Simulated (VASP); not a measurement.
# AlN (P6_3mc) in VASP: elastic constants with PBEsol

Aim: the elastic constants of AlN with PBEsol.

Everything below comes from runs of VASP 6.6.1. Logs are shortened: lines on timing, memory, paths and dates and some standing lists are left out, and cuts for length are marked.

## (1) The cell of the first run

The structure is hexagonal, space group P6_3mc (No. 186). Conventional cell: a = 3.114 Å, b = 3.114 Å, c = 4.983 Å, α = 90.00°, β = 90.00°, γ = 120.00°. Al (site symmetry 3m) has 4 N at 1.89 to 1.90 Å within 2.5 Å. N (site symmetry 3m) has 4 Al at 1.89 to 1.90 Å within 2.5 Å.

## (2) Elastic constants, PBEsol

INCAR

```
SYSTEM = AlN
PREC = Accurate
ENCUT = 600
EDIFF = 1E-8
ISMEAR = 0
SIGMA = 0.01
LREAL = .False.
LASPH = .True.
NELM = 60
ALGO = Normal
ISIF = 3
LWAVE = .False.
LCHARG = .False.
GGA = PS
IBRION = 6
NFREE = 2
POTIM = 0.015
NSW = 1
```

KPOINTS

```
regular mesh
0
Gamma
  8 8 6
  0 0 0
```

POSCAR

```
AlN
1.0
    3.1138295276      0.0000000000      0.0000000000
   -1.5569147638      2.6966554739      0.0000000000
    0.0000000000      0.0000000000      4.9828522028
Al N
2 2
Direct
    0.3333333333      0.6666666667     -0.0010085599
    0.6666666667      0.3333333333      0.4989914401
    0.3333333333      0.6666666667      0.3810085599
    0.6666666667      0.3333333333      0.8810085599
```

Potentials or basis: VASP PAW PBE potentials, release 64 (Al, N).

Run with:

```console
cat potpaw_PBE.64/Al/POTCAR potpaw_PBE.64/N/POTCAR > POTCAR
mpirun -np 1 vasp_std > vasp.out
```

OUTCAR:

```text
SYSTEM = AlN
   PREC = Accurate
   ENCUT = 600
   EDIFF = 1E-8
   ISMEAR = 0
   LREAL = .False.
   LASPH = .True.
   NELM = 60
   ISIF = 3
   GGA = PS
   IBRION = 6
   NFREE = 2
   POTIM = 0.015
   NSW = 1

 ion  position               nearest neighbor table
   1  0.333  0.667  0.999-   4 1.89   4 1.89   4 1.89   3 1.90   2 3.07   2 3.07   2 3.07   2 3.07
                             2 3.07   2 3.07
   2  0.667  0.333  0.499-   3 1.89   3 1.89   3 1.89   4 1.90   1 3.07   1 3.07   1 3.07   1 3.07
                             1 3.07   1 3.07
   3  0.333  0.667  0.381-   2 1.89   2 1.89   2 1.89   1 1.90
   4  0.667  0.333  0.881-   1 1.89   1 1.89   1 1.89   2 1.90

  LATTYP: Found a hexagonal cell.
 ALAT       =     3.1138295276
 C/A-ratio  =     1.6002328190

  Lattice vectors:

 A1 = (   3.1138295276,   0.0000000000,   0.0000000000)
 A2 = (  -1.5569147638,   2.6966554739,   0.0000000000)
 A3 = (   0.0000000000,   0.0000000000,   4.9828522028)

Analysis of symmetry for initial positions (statically):
=====================================================================
 Subroutine PRICEL returns:
 Original cell was already a primitive cell.

 Routine SETGRP: Setting up the symmetry group for a
 hexagonal supercell.

 Subroutine GETGRP returns: Found 12 space group operations
 (whereof  6 operations were pure point group operations)
 out of a pool of 24 trial point group operations.

The static configuration has the point symmetry C_3v.
 The point group associated with its full space group is C_6v.

Analysis of symmetry for dynamics (positions and initial velocities):
=====================================================================
 Subroutine PRICEL returns:
 Original cell was already a primitive cell.

 Routine SETGRP: Setting up the symmetry group for a
 hexagonal supercell.

 Subroutine GETGRP returns: Found 12 space group operations
 (whereof  6 operations were pure point group operations)
 out of a pool of 24 trial point group operations.

The dynamic configuration has the point symmetry C_3v.
 The point group associated with its full space group is C_6v.

 Subroutine INISYM returns: Found 12 space group operations
 (whereof  6 operations are pure point group operations),
 and found     1 'primitive' translations

----------------------------------------------------------------------------------------

                                     Primitive cell

  volume of cell :      41.8406

  direct lattice vectors                    reciprocal lattice vectors
     3.113829528  0.000000000  0.000000000     0.321147960  0.185414861  0.000000000
    -1.556914764  2.696655474  0.000000000     0.000000000  0.370829722  0.000000000
     0.000000000  0.000000000  4.982852203     0.000000000  0.000000000  0.200688272

  length of vectors
     3.113829528  3.113829528  4.982852203     0.370829722  0.370829722  0.200688272

  position of ions in fractional coordinates (direct lattice)
     0.333333333  0.666666667  0.998991440
     0.666666667  0.333333333  0.498991440
     0.333333333  0.666666667  0.381008560
     0.666666667  0.333333333  0.881008560

  ion indices of the primitive-cell ions
   primitive index   ion index
                 1           1
                 2           2
                 3           3
                 4           4

[... 129 lines left out ...]
  Total       -0.0385667     -0.0385667     -0.0273965      0.0000000      0.0000000      0.0000000
  in kB       -1.4768089     -1.4768089     -1.0490786      0.0000000      0.0000000      0.0000000
  external PRESSURE =      -1.3342321 kB  Pullay stress =       0.0000000 kB
[... 95 lines left out ...]
  FREE ENERGIE OF THE ION-ELECTRON SYSTEM (eV)
  ---------------------------------------------------
  free  energy   TOTEN  =       -31.3024488031 eV

  energy  without entropy=      -31.3024488031  energy(sigma->0) =      -31.30244880

[... ionic steps 4 to 18 ...]

--------------------------------------- Ionic step       19  -------------------------------------------

 number of electron      15.9999999 magnetization

------------------------ aborting loop because EDIFF is reached ----------------------------------------
[... 71 lines left out ...]
--------------------------------------- Ionic step       21  -------------------------------------------

 number of electron      16.0000000 magnetization

 Free energy of the ion-electron system (eV)
  ---------------------------------------------------
  ext. energy  EPLUGINS =         0.00000000
  ---------------------------------------------------
  free energy    TOTEN  =       -31.31342944 eV

  energy without entropy =      -31.31342944  energy(sigma->0) =      -31.31342944

 E-fermi :   6.1080     XC(G=0): -11.0999

 val. band max:        6.0284212209   @ k =   0.0000   0.0000   0.0000
 cond. band min:      10.1618759988   @ k =   0.0000   0.0000   0.0000
 fundamental gap:      4.1334547779
 Fermi energy:         6.1079589915

 k-point     1 :       0.0000    0.0000    0.0000
  band No.  band energies     occupation
      1      -9.1112      2.00000
      2      -6.9292      2.00000
      3      -0.0070      2.00000
      4       5.1826      2.00000
      5       5.1826      2.00000
      6       5.8378      2.00000
      7       5.8378      2.00000
      8       6.0284      2.00000
      9      10.1619      0.00000
     10      12.5927      0.00000
     11      16.5252      0.00000
     12      17.0721      0.00000
[... 331 lines left out ...]
 k-point    24 :       0.3750   -0.0000    0.3333
  band No.  band energies     occupation
      1      -7.3151      2.00000
      2      -6.6978      2.00000
      3       0.7168      2.00000
      4       1.3717      2.00000
      5       3.5990      2.00000
      6       4.3749      2.00000
      7       5.0438      2.00000
      8       5.0697      2.00000
      9      11.2095      0.00000
     10      12.1203      0.00000
     11      15.0072      0.00000
     12      15.8836      0.00000

 [... further k-points ...]

------------------------ aborting loop because EDIFF is reached ----------------------------------------

  FORCE on cell =-STRESS in cart. coord.  units (eV):
  Direction    XX          YY          ZZ          XY          YZ          ZX
  --------------------------------------------------------------------------------------
  -------------------------------------------------------------------------------------
  Total       -0.1212776     -0.1212776      0.1683608     -0.0000000      0.0000000      0.0000000
  in kB       -4.6440059     -4.6440059      6.4469359     -0.0000000      0.0000000      0.0000000
  external PRESSURE =      -0.9470253 kB  Pullay stress =       0.0000000 kB
[... 19 lines left out ...]
  FREE ENERGIE OF THE ION-ELECTRON SYSTEM (eV)
  ---------------------------------------------------
  free  energy   TOTEN  =       -31.3134294356 eV

  energy  without entropy=      -31.3134294356  energy(sigma->0) =      -31.31342944

 INTERNAL STRAIN TENSORS FROM STRAINED CELLS
 ============================================

 INTERNAL STRAIN TENSOR FOR ION    1 for displacements in x,y,z  (eV/Angst):
          X           Y           Z          XY          YZ          ZX
  --------------------------------------------------------------------------------
  x    -0.00000    -0.00000     0.00000    -9.07410     0.00000    -5.38044
  y    -9.10201     9.12274    -0.00000    -0.00002    -5.37430    -0.00004
  z    -5.61371    -5.61718    12.50696    -0.00042     0.00415    -0.00025

 INTERNAL STRAIN TENSORS FROM DISPLACED ATOMS
 ============================================

 INTERNAL STRAIN TENSOR FOR ION    1 for displacements in x,y,z  (eV/Angst):
          X           Y           Z          XY          YZ          ZX
  --------------------------------------------------------------------------------
  x    -0.00000    -0.00000    -0.00000    -9.07679     0.00000    -5.38727
  y    -9.07679     9.07679     0.00000    -0.00000    -5.38727     0.00000
  z    -5.59727    -5.59727    12.45200    -0.00000     0.00000     0.00000

 INTERNAL STRAIN TENSOR FOR ION    4 for displacements in x,y,z  (eV/Angst):
          X           Y           Z          XY          YZ          ZX
  --------------------------------------------------------------------------------
  x     0.00000     0.00000     0.00000    10.65241     0.00000     5.38723
  y    10.65241   -10.65241     0.00000    -0.00000     5.38723    -0.00000
  z     5.60204     5.60204   -12.44329     0.00000     0.00000     0.00000

 Eigenvectors and eigenvalues of the dynamical matrix
 ----------------------------------------------------

   1 f  =   21.441811 THz   134.722872 2PiTHz  715.221829 cm-1    88.676165 meV
             X         Y         Z           dx          dy          dz
     -0.000000  1.797770  4.977827    -0.000000   -0.000000    0.010071
      1.556915  0.898885  2.486401    -0.000000   -0.000000   -0.010071
     -0.000000  1.797770  1.898509     0.000000    0.000000   -0.707035
      1.556915  0.898885  4.389935     0.000000    0.000000    0.707035
[... 71 lines left out ...]
  12 f/i=    0.000363 THz     0.002281 2PiTHz    0.012110 cm-1     0.001501 meV
             X         Y         Z           dx          dy          dz
     -0.000000  1.797770  4.977827    -0.000000   -0.000000    0.573735
      1.556915  0.898885  2.486401    -0.000000   -0.000000    0.573735
     -0.000000  1.797770  1.898509    -0.000000   -0.000000    0.413314
      1.556915  0.898885  4.389935    -0.000000   -0.000000    0.413314

--------------------------------------------------------------------------------------------------------

 ELASTIC MODULI CONTR FROM IONIC RELAXATION (kBar)
 Direction    XX          YY          ZZ          XY          YZ          ZX
 --------------------------------------------------------------------------------
 XX        -734.2432    352.0686    424.7739     -0.0000      0.0000     -0.0000
 YY         352.0686   -734.2432    424.7739      0.0000     -0.0000      0.0000
 ZZ         424.7739    424.7739   -944.2432     -0.0000      0.0000     -0.0000
 XY          -0.0000      0.0000     -0.0000   -543.1559      0.0000      0.0000
 YZ           0.0000     -0.0000      0.0000      0.0000   -147.8865      0.0000
 ZX          -0.0000      0.0000     -0.0000      0.0000      0.0000   -147.8865
 --------------------------------------------------------------------------------

 TOTAL ELASTIC MODULI (kBar)
 Direction    XX          YY          ZZ          XY          YZ          ZX
 --------------------------------------------------------------------------------
 XX        3803.2444   1375.4129   1072.4928     -0.0000      0.0000     -0.0000
 YY        1375.4129   3803.2444   1072.4928      0.0000     -0.0000      0.0000
 ZZ        1072.4928   1072.4928   3548.1884     -0.0000      0.0000     -0.0000
 XY          -0.0000      0.0000     -0.0000   1213.9158      0.0000      0.0000
 YZ           0.0000     -0.0000      0.0000      0.0000   1112.4041      0.0000
 ZX          -0.0000      0.0000     -0.0000      0.0000      0.0000   1112.4041
 --------------------------------------------------------------------------------
```

Wall time 12 min (1 thread of Intel Xeon Platinum 8375C at 2.90GHz (Ice Lake), shared host); peak memory 0.34 GiB.

Results:

```
Voigt bulk modulus                                      : 202 GPa
Highest phonon frequency at Γ, LO-TO splitting left out : 715 cm⁻¹
```

Phonon frequencies in cm⁻¹ (negative: imaginary):
```
              q point                                frequencies
(0.000, 0.000, 0.000)  0 0 0 236 236 543 609 655 655 666 666 715
```

Elastic tensor in Voigt notation (GPa, in the Cartesian axes of the cell as first typed):
```
380 138 107   0   0   0
138 380 107   0   0   0
107 107 355   0   0   0
  0   0   0 111   0   0
  0   0   0   0 111   0
  0   0   0   0   0 121
```

Clamped-ion elastic tensor (GPa):
```
454 102  65   0   0   0
102 454  65   0   0   0
 65  65 449   0   0   0
  0   0   0 126   0   0
  0   0   0   0 126   0
  0   0   0   0   0 176
```

Caveat: the PAW data sets were made with another functional, which shifts forces and pressure a little.
